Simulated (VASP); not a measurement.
Set up this calculation in VASP 6.6.1, as the native input.

| Item | Value |
| --- | --- |
| Task | single point |
| Functional | PBEsol |
| Potentials or basis | VASP PAW PBE potentials, release 64 (Al, O) |
| Cutoff | 520 eV |
| k mesh | 12 × 12 × 4 |
| Occupations | gaussian, width 0.01 eV |
| Spin | no spin polarisation |
| Dipole correction | no |
| k mesh for the DOS | 18 × 18 × 6 |
| Occupations for the DOS | tetrahedron |
| Further INCAR settings | ALGO = Normal; EDIFF = 1e-06; NBANDS = 20 |

Crystal: Al2O3.

```xyz
5
Lattice="2.8843 0.0000 0.0000 -1.4422 2.4979 0.0000 0.0000 0.0000 9.3368" Properties=species:S:1:pos:R:3 pbc="T T T"
Al    0.0000    0.0000    1.4004
Al    0.0000    0.0000    7.9363
O     0.0000    1.6653    2.0757
O     1.4422    0.8326    0.0000
O     0.0000    1.6653    7.2610
```

These files were run (other wordings do the same):

POSCAR

```
Al2O3
1.0
    2.8843250000      0.0000000000      0.0000000000
   -1.4421620000      2.4978990000      0.0000000000
    0.0000000000      0.0000000000      9.3367540000
Al O
2 3
Direct
    0.0000000000      0.0000000000      0.1499920000
    0.0000000000      0.0000000000      0.8500080000
    0.3333333333      0.6666666667      0.2223170000
    0.6666666667      0.3333333333      0.0000000000
    0.3333333333      0.6666666667      0.7776830000
```

INCAR.step1

```
SYSTEM = Al2O3
PREC     = Accurate       ! precision mode
ENCUT    = 520            ! plane-wave cutoff, eV
EDIFF    = 1E-6           ! SCF threshold, eV
ISMEAR   = 0              ! smearing method
SIGMA    = 0.01           ! smearing width, eV
LREAL    = .FALSE.        ! projectors in reciprocal space
LASPH    = .TRUE.         ! aspherical terms in the spheres
NELM     = 100            ! most SCF steps
ALGO     = Normal         ! electronic algorithm
ISIF     = 2              ! what is computed and relaxed
LWAVE    = .FALSE.        ! write WAVECAR
LCHARG   = .TRUE.         ! write CHGCAR
GGA      = PS             ! functional
NBANDS   = 20             ! bands
```

KPOINTS.step1

```
Automatic mesh
0
G
  12 12 4
  0 0 0
```

INCAR.step2

```
SYSTEM = Al2O3
PREC     = Accurate       ! precision mode
ENCUT    = 520            ! plane-wave cutoff, eV
EDIFF    = 1E-6           ! SCF threshold, eV
ISMEAR   = -5             ! smearing method
SIGMA    = 0.01           ! smearing width, eV
LREAL    = .FALSE.        ! projectors in reciprocal space
LASPH    = .TRUE.         ! aspherical terms in the spheres
NELM     = 100            ! most SCF steps
ALGO     = Normal         ! electronic algorithm
ISIF     = 2              ! what is computed and relaxed
LWAVE    = .FALSE.        ! write WAVECAR
LCHARG   = .FALSE.        ! write CHGCAR
GGA      = PS             ! functional
LORBIT   = 11             ! projections on sites
NBANDS   = 20             ! bands
NEDOS    = 2001           ! points of the DOS
ICHARG   = 11             ! starting density
```

KPOINTS.step2

```
Automatic mesh
0
G
  18 18 6
  0 0 0
```

Potentials or basis: VASP PAW PBE potentials, release 64 (Al, O).

Run with:

```sh
$ cat potpaw_PBE.64/Al/POTCAR potpaw_PBE.64/O/POTCAR > POTCAR
$ cp INCAR.step1 INCAR
$ cp KPOINTS.step1 KPOINTS
$ mpirun -np 1 vasp_std > vasp.out
$ cp INCAR.step2 INCAR
$ cp KPOINTS.step2 KPOINTS
$ mpirun -np 1 vasp_std > vasp.out
```

It gave:

```json
{
 "Valence electrons inside the program's atomic spheres": "Al 0.73; O 5.17, 5.03 (each value once)"
}
```

It took 79 s on 1 thread of Intel(R) Xeon(R) 6975P-C (Granite Rapids), on a shared host, peak memory 0.28 GiB.
